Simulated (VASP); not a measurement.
## NaH: relaxation of shape and atoms at fixed volume with PBE

NaH:

```xyz
8
Lattice="3.2336 0.0000 0.0000 -1.6168 2.8004 0.0000 0.0000 0.0000 11.0259" Properties=species:S:1:pos:R:3 pbc="T T T"
Na    1.6168    0.9335    9.6794
Na    0.0000    1.8669    1.3465
Na    0.0000    1.8669    4.1664
Na    1.6168    0.9335    6.8595
H     0.0000    0.0000    0.0000
H     0.0000    0.0000    5.5130
H     1.6168    0.9335    2.7565
H     0.0000    1.8669    8.2694
```

```
Program                : VASP 6.6.1
Task                   : relaxation of shape and atoms at fixed volume
Functional             : PBE
Potentials or basis    : VASP PAW PBE potentials, release 64 (Na_pv, H)
Cutoff                 : 500 eV
k mesh                 : 12 × 12 × 2
Occupations            : gaussian, width 0.02 eV
Spin                   : no spin polarisation
Dipole correction      : no
Further INCAR settings : ALGO = Normal; EDIFF = 1e-07; IBRION = 2; EDIFFG = -0.01; NSW = 50; ISIF = 4
```

```json
{
 "Pressure after relaxing": "3.7 GPa",
 "Band gap on the k mesh": "3.74 eV (least direct gap 4.43 eV)"
}
```

Forces in eV/Å, atoms in the order of the input:
```
Na   0.000  0.000 -0.003
Na   0.000  0.000  0.003
Na   0.000  0.000 -0.003
Na   0.000  0.000  0.003
H    0.000  0.000  0.000
H    0.000  0.000  0.000
H    0.000  0.000  0.000
H    0.000  0.000  0.000
```

Stress tensor (GPa, compression positive):
```
3.63 0.00 0.00
0.00 3.63 0.00
0.00 0.00 3.73
```

Final structure:
```
Na H
1.0
     3.23358    0.00000    0.00000
    -1.61679    2.80036    0.00000
     0.00000    0.00000   11.02593
Na H
4 4
Cartesian
  1.6168 0.9335 9.6794
  0.0000 1.8669 1.3465
  0.0000 1.8669 4.1664
  1.6168 0.9335 6.8595
  0.0000 0.0000 0.0000
  0.0000 0.0000 5.5130
  1.6168 0.9335 2.7565
  0.0000 1.8669 8.2694
```

Levels at points of the mesh, in eV from the valence-band top:
```
           k point  band 14  band 15  band 16  band 17  band 18  band 19
(0.00, 0.00, 0.00)    -3.01    -2.80    -1.12     3.74     7.33     7.43
(0.50, 0.00, 0.00)    -0.66    -0.53    -0.22     4.21     4.41     5.41
(0.00, 0.00, 0.50)    -3.70    -1.80    -1.80     4.89     4.89    10.15
(0.50, 0.00, 0.50)    -0.82    -0.34    -0.34     4.46     4.46     5.25
```

It took 42 s on 1 thread of Intel(R) Xeon(R) Platinum 8488C (Sapphire Rapids), on a shared host, peak memory 0.21 GiB.

Caveat: the relaxation stopped at its first step, so nothing moved. A k mesh can miss the band edges.
